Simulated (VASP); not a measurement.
# AlGaN2 (P-4m2) in VASP: single point with r2SCAN

Aim: the single point of AlGaN2 with r2SCAN.

Everything below comes from runs of VASP 6.6.1. Logs are shortened: lines on timing, memory, paths and dates and some standing lists are left out, and cuts for length are marked.

**1. The cell of the first run**

The structure is tetragonal, space group P-4m2 (No. 115). Conventional cell: a = 3.138 Å, b = 3.138 Å, c = 4.423 Å, α = 90.00°, β = 90.00°, γ = 90.00°. Al (site symmetry -4m2) has 4 N at 1.89 Å within 2.5 Å. Ga (site symmetry -4m2) has 4 N at 1.95 Å within 2.6 Å. Within 2.5 Å of N (site symmetry 2mm) lie 2 Al at 1.89 Å and 2 Ga at 1.95 Å.

**2. Single point, r2SCAN**

File POSCAR:

```
AlGaN2
1.0
    3.1384692804      0.0000000000      0.0000000000
    0.0000000000      3.1384692804      0.0000000000
    0.0000000000      0.0000000000      4.4227211978
Al Ga N
1 1 2
Direct
    0.5000000000      0.5000000000      0.5000000000
    0.0000000000      0.0000000000      0.0000000000
    0.5000000000      0.0000000000      0.7390927666
    0.0000000000      0.5000000000      0.2609072334
```

File INCAR.step1:

```
SYSTEM = AlGaN2
PREC     = Accurate       ! precision mode
ENCUT    = 520            ! plane-wave cutoff, eV
ISMEAR   = 0              ! smearing method
SIGMA    = 0.01           ! smearing width, eV
LREAL    = .FALSE.        ! projectors in reciprocal space
LASPH    = .TRUE.         ! aspherical terms in the spheres
NELM     = 100            ! most SCF steps
NBANDS   = 21             ! bands
GGA      = PE             ! functional
ALGO     = Normal         ! electronic algorithm
EDIFF    = 1E-4           ! SCF threshold, eV
LWAVE    = .TRUE.         ! write WAVECAR
LCHARG   = .FALSE.        ! write CHGCAR
```

File INCAR.step2:

```
SYSTEM = AlGaN2
PREC     = Accurate       ! precision mode
ENCUT    = 520            ! plane-wave cutoff, eV
EDIFF    = 1E-6           ! SCF threshold, eV
ISMEAR   = 0              ! smearing method
SIGMA    = 0.01           ! smearing width, eV
LREAL    = .FALSE.        ! projectors in reciprocal space
LASPH    = .TRUE.         ! aspherical terms in the spheres
NELM     = 100            ! most SCF steps
ALGO     = Normal         ! electronic algorithm
ISIF     = 2              ! what is computed and relaxed
LWAVE    = .FALSE.        ! write WAVECAR
LCHARG   = .FALSE.        ! write CHGCAR
METAGGA  = R2SCAN         ! meta-GGA
LMIXTAU  = .TRUE.       
NBANDS   = 21             ! bands
ISTART   = 1
```

File KPOINTS:

```
Automatic mesh
0
G
  8 8 6
  0 0 0
```

Potentials or basis: VASP PAW PBE potentials, release 64 (Al, Ga_d, N).

Started as:

```
cat potpaw_PBE.64/Al/POTCAR potpaw_PBE.64/Ga_d/POTCAR potpaw_PBE.64/N/POTCAR > POTCAR
cp INCAR.step1 INCAR
mpirun -np 1 vasp_std > vasp.out
cp INCAR.step2 INCAR
mpirun -np 1 vasp_std > vasp.out
```

OUTCAR:

```text
SYSTEM = AlGaN2
   PREC = Accurate
   ENCUT = 520
   EDIFF = 1E-6
   ISMEAR = 0
   LREAL = .FALSE.
   LASPH = .TRUE.
   NELM = 100
   ISIF = 2
   METAGGA = R2SCAN
   ISTART = 1

 ion  position               nearest neighbor table
   1  0.500  0.500  0.500-   3 1.89   4 1.89   3 1.89   4 1.89   2 3.13   2 3.13   2 3.13   2 3.13
                             2 3.13   2 3.13   2 3.13   2 3.13
   2  0.000  0.000  0.000-   3 1.95   4 1.95   4 1.95   3 1.95   1 3.13   1 3.13   1 3.13   1 3.13
                             1 3.13   1 3.13   1 3.13   1 3.13
   3  0.500  0.000  0.739-   1 1.89   1 1.89   2 1.95   2 1.95
   4  0.000  0.500  0.261-   1 1.89   1 1.89   2 1.95   2 1.95

  LATTYP: Found a simple tetragonal cell.
 ALAT       =     3.1384692804
 C/A-ratio  =     1.4091969055

  Lattice vectors:

 A1 = (   3.1384692804,   0.0000000000,   0.0000000000)
 A2 = (   0.0000000000,   3.1384692804,   0.0000000000)
 A3 = (   0.0000000000,   0.0000000000,   4.4227211978)

Analysis of symmetry for initial positions (statically):
=====================================================================
 Subroutine PRICEL returns:
 Original cell was already a primitive cell.

 Routine SETGRP: Setting up the symmetry group for a
 simple tetragonal supercell.

 Subroutine GETGRP returns: Found  8 space group operations
 (whereof  8 operations were pure point group operations)
 out of a pool of 16 trial point group operations.

The static configuration has the point symmetry D_2d.

Analysis of symmetry for dynamics (positions and initial velocities):
=====================================================================
 Subroutine PRICEL returns:
 Original cell was already a primitive cell.

 Routine SETGRP: Setting up the symmetry group for a
 simple tetragonal supercell.

 Subroutine GETGRP returns: Found  8 space group operations
 (whereof  8 operations were pure point group operations)
 out of a pool of 16 trial point group operations.

The dynamic configuration has the point symmetry D_2d.

 Subroutine INISYM returns: Found  8 space group operations
 (whereof  8 operations are pure point group operations),
 and found     1 'primitive' translations

----------------------------------------------------------------------------------------

[... 94 lines left out ...]
   ENCUT  =  520.0 eV  38.22 Ry    6.18 a.u.   5.84  5.84  8.22*2*pi/ulx,y,z
   NELM   =    100;   NELMIN=  2; NELMDL=  0     # of ELM steps
   EDIFF  = 0.1E-05   stopping-criterion for ELM
   LREAL  =      F    real-space projection
   EDIFFG = 0.1E-04   stopping-criterion for IOM
   NSW    =      0    number of steps for IOM
   IBRION =     -1    ionic relax: 0-MD 1-quasi-New 2-CG
   NFREE  =      0    steps in history (QN), initial steepest desc. (CG)
   ISIF   =      2    stress and relaxation
   ISYM   =      2    0-nonsym 1-usesym 2-fastsym
   POTIM  = 0.5000    time-step for ionic-motion
   TEBEG  =    0.0;   TEEND  =   0.0 temperature during run
   PSTRESS=    0.0 pullay stress
   NELECT =      26.0000    total number of electrons
   NUPDOWN=      -1.0000    fix difference up-down
   EMIN   =  10.00;   EMAX   =-10.00  energy-range for DOS
   EFERMI =   0.00;   METHOD = LEGACY
   ISMEAR =     0;   SIGMA  =   0.01  broadening in eV -4-tet -1-fermi 0-gaus
   EFERMI_NEDOS =   21; number of points for ismear=-14 and -15
   IALGO  =     38    algorithm
   IMIX   =      4    mixing-type and parameters
     AMIX     =   0.40;   BMIX     =  1.00
     AMIX_MAG =   1.60;   BMIX_MAG =  1.00
  volume/ion in A,a.u.               =      10.89        73.50
  Fermi-wavevector in a.u.,A,eV,Ry     =   1.378344  2.604692 25.848772  1.899831
  Thomas-Fermi vector in A             =   2.503414
   LORBIT       =      0    0 simple, 1 ext, 2 COOP (PROOUT), +10 PAW based schemes
   METAGGA = R2SCAN    functional components
   LHFCALC =     F    Hartree Fock is set to
   AEXX    =    0.0000 exact exchange contribution
   IVDW    =     0    specifies the selected vdW correction
   LEPSILON=     F    determine dielectric tensor
   LRPA    =     F    only Hartree local field effects (RPA)
 non-spin polarized calculation
 Gauss-broadening in eV      SIGMA  =   0.01
  energy-cutoff  :      520.00
  volume of cell :       43.56
 maximum number of plane-waves:      1208
 NGX is ok and might be reduce to    24
   NGX = 11   NGY = 11   NGZ = 17

 number of electron      25.9999981 magnetization

 Free energy of the ion-electron system (eV)
  ---------------------------------------------------
  ext. energy  EPLUGINS =         0.00000000
  ---------------------------------------------------
  free energy    TOTEN  =       -41.07488529 eV

  energy without entropy =      -41.07488529  energy(sigma->0) =      -41.07488529

 E-fermi :   5.5335     XC(G=0): -12.0765

 val. band max:        5.4004269060   @ k =   0.0000   0.0000   0.0000
 cond. band min:       8.7781596342   @ k =   0.0000   0.0000   0.0000
 fundamental gap:      3.3777327282
 Fermi energy:         5.5335026446

 k-point     1 :       0.0000    0.0000    0.0000
  band No.  band energies     occupation
      1     -10.8995      2.00000
      2      -9.3013      2.00000
      3      -7.9230      2.00000
      4      -7.9230      2.00000
      5      -7.8513      2.00000
      6      -7.6943      2.00000
[... 565 lines left out ...]
     20      18.4465      0.00000
     21      18.4847      0.00000

 [... further k-points ...]

------------------------ aborting loop because EDIFF is reached ----------------------------------------

  FORCE on cell =-STRESS in cart. coord.  units (eV):
  Direction    XX          YY          ZZ          XY          YZ          ZX
  --------------------------------------------------------------------------------------
  -------------------------------------------------------------------------------------
  Total        0.0796539      0.0796539      0.0989059      0.0000000      0.0000000      0.0000000
  in kB        2.9294916      2.9294916      3.6375391      0.0000000      0.0000000      0.0000000
  external PRESSURE =       3.1655074 kB  Pullay stress =       0.0000000 kB

 VOLUME and BASIS-vectors are now :
 -----------------------------------------------------------------------------
  energy-cutoff  :      520.00
  volume of cell :       43.56
      direct lattice vectors                 reciprocal lattice vectors
     3.138469280  0.000000000  0.000000000     0.318626665  0.000000000  0.000000000
     0.000000000  3.138469280  0.000000000     0.000000000  0.318626665  0.000000000
     0.000000000  0.000000000  4.422721198     0.000000000  0.000000000  0.226105141

 POSITION                                       TOTAL-FORCE (eV/Angst)
 -----------------------------------------------------------------------------------
      1.56923      1.56923      2.21136         0.000000      0.000000      0.000000
      0.00000      0.00000      0.00000         0.000000      0.000000      0.000000
      1.56923      0.00000      3.26880         0.000000     -0.000000     -0.091538
      0.00000      1.56923      1.15392         0.000000     -0.000000      0.091538
 -----------------------------------------------------------------------------------
    total drift:                                0.000000      0.000000     -0.000000

  FREE ENERGIE OF THE ION-ELECTRON SYSTEM (eV)
  ---------------------------------------------------
  free  energy   TOTEN  =       -41.0748852928 eV

  energy  without entropy=      -41.0748852928  energy(sigma->0) =      -41.07488529
```

OUTCAR.step1:

```text
SYSTEM = AlGaN2
   PREC = Accurate
   ENCUT = 520
   ISMEAR = 0
   LREAL = .FALSE.
   LASPH = .TRUE.
[... 808 lines left out ...]
      0.00000      0.00000      0.00000         0.000000     -0.000000      0.000000
      1.56923      0.00000      3.26880        -0.000000     -0.000000     -0.113683
      0.00000      1.56923      1.15392         0.000000      0.000000      0.113683
 -----------------------------------------------------------------------------------
    total drift:                                0.000000      0.000000      0.000000

  FREE ENERGIE OF THE ION-ELECTRON SYSTEM (eV)
  ---------------------------------------------------
  free  energy   TOTEN  =       -26.9709204504 eV

  energy  without entropy=      -26.9709204504  energy(sigma->0) =      -26.97092045
```

OSZICAR.step1:

```text
N       E                     dE             d eps       ncg     rms          rms(c)
DAV:   1     0.176541310351E+03    0.17654E+03   -0.12893E+04  2788   0.183E+03
DAV:   2    -0.984512213262E+01   -0.18639E+03   -0.17319E+03  2780   0.408E+02
DAV:   3    -0.308950035440E+02   -0.21050E+02   -0.20798E+02  2954   0.110E+02
DAV:   4    -0.314772642017E+02   -0.58226E+00   -0.58126E+00  3038   0.196E+01
DAV:   5    -0.314889319180E+02   -0.11668E-01   -0.11667E-01  2948   0.264E+00    0.117E+01
DAV:   6    -0.269237578838E+02    0.45652E+01   -0.14035E+01  3926   0.505E+01    0.379E+00
DAV:   7    -0.269881576822E+02   -0.64400E-01   -0.11633E+00  2615   0.883E+00    0.279E+00
DAV:   8    -0.269891633287E+02   -0.10056E-02   -0.18241E-01  3464   0.499E+00    0.116E+00
DAV:   9    -0.269707842847E+02    0.18379E-01   -0.49268E-02  3624   0.344E+00    0.403E-01
DAV:  10    -0.269707291182E+02    0.55166E-04   -0.66981E-03  2886   0.584E-01    0.883E-02
DAV:  11    -0.269709084892E+02   -0.17937E-03   -0.37547E-04  3046   0.222E-01    0.289E-02
DAV:  12    -0.269709204504E+02   -0.11961E-04   -0.38421E-05  1455   0.934E-02
   1 F= -.26970920E+02 E0= -.26970920E+02  d E =-.438495E-26
```

Run time: 2.9 min. Hardware: 1 thread of Intel Xeon 8259CL, shared host; peak memory 0.2 GiB.

What came out:

```
Free energy            : -41.0749 eV
Pressure               : 0.3 GPa
Largest force          : 0.092 eV/Å
Band gap on the k mesh : 3.38 eV
```

Forces on the atoms (eV/Å):
```
Al   0.000  0.000  0.000
Ga   0.000  0.000  0.000
N    0.000  0.000 -0.092
N    0.000  0.000  0.092
```

Levels at points of the mesh, in eV from the valence-band top:
```
           k point  band 9  band 10  band 11  band 12  band 13  band 14  band 15  band 16  band 17  band 18
(0.00, 0.00, 0.00)   -2.39    -2.39    -0.22     0.00     0.00     3.38     4.08     8.38    12.09    12.09
(0.50, 0.00, 0.00)   -4.54    -2.98    -2.90    -1.05    -0.67     7.79     7.83     8.74     9.17    11.11
(0.50, 0.50, 0.00)   -5.03    -2.35    -2.32    -2.32    -2.31     3.84     3.84     7.01     9.56    13.60
(0.00, 0.00, 0.50)   -2.57    -1.63    -1.63    -0.99    -0.99     5.84     5.98     8.71    10.09    12.00
(0.50, 0.00, 0.50)   -6.27    -1.03    -0.91    -0.61    -0.55     5.83     7.31    10.02    10.30    10.93
(0.50, 0.50, 0.50)   -4.42    -4.02    -3.35    -3.24    -3.24     6.78     6.78     9.63    11.73    11.88
```

Caveat: the PAW data sets were made with another functional, which shifts forces and pressure a little.
